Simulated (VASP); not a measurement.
Input of a VASP 6.6.1 run:

The input INCAR:

```
SYSTEM = Ta
ALGO = Normal
EDIFF = 1E-6
EDIFFG = -0.005
ENCUT = 600
GGA = PE
IBRION = 2
ISIF = 3
ISMEAR = -1
LASPH = .TRUE.
LCHARG = .FALSE.
LREAL = .FALSE.
LWAVE = .FALSE.
NELM = 100
NSW = 32
PREC = Accurate
PSTRESS = 2700.0
SIGMA = 0.05
```

KPOINTS

```
k-points
0
G
  14 14 14
  0 0 0
```

File POSCAR:

```
Ta
1.0
    0.0000000000      2.3460144410      2.3460144410
    2.3460144410      0.0000000000      2.3460144410
    2.3460144410      2.3460144410      0.0000000000
Ta
2
Direct
   -0.1250000000     -0.1250000000     -0.1250000000
    0.1250000000      0.1250000000      0.1250000000
```

Potentials or basis: VASP PAW PBE potentials, release 64 (Ta_pv).

Launch:

```sh
$ cat potpaw_PBE.64/Ta_pv/POTCAR > POTCAR
$ mpirun -np 1 vasp_std > vasp.out
```

(1) Predict the relaxed cell.

(2) Estimate the band gap on the k mesh.

Answers

(1) a = 3.321 Å, b = 3.321 Å, c = 3.321 Å, α = 60.00°, β = 60.00°, γ = 60.00°.

(2) zero (band 11 reaches 10.61 eV, above the bottom of band 12 at 6.32 eV).

Caveat: the cell is relaxed towards a set pressure, so the enthalpy falls and the energy may rise; spin-orbit coupling is left out, which moves the levels of the heavy elements.
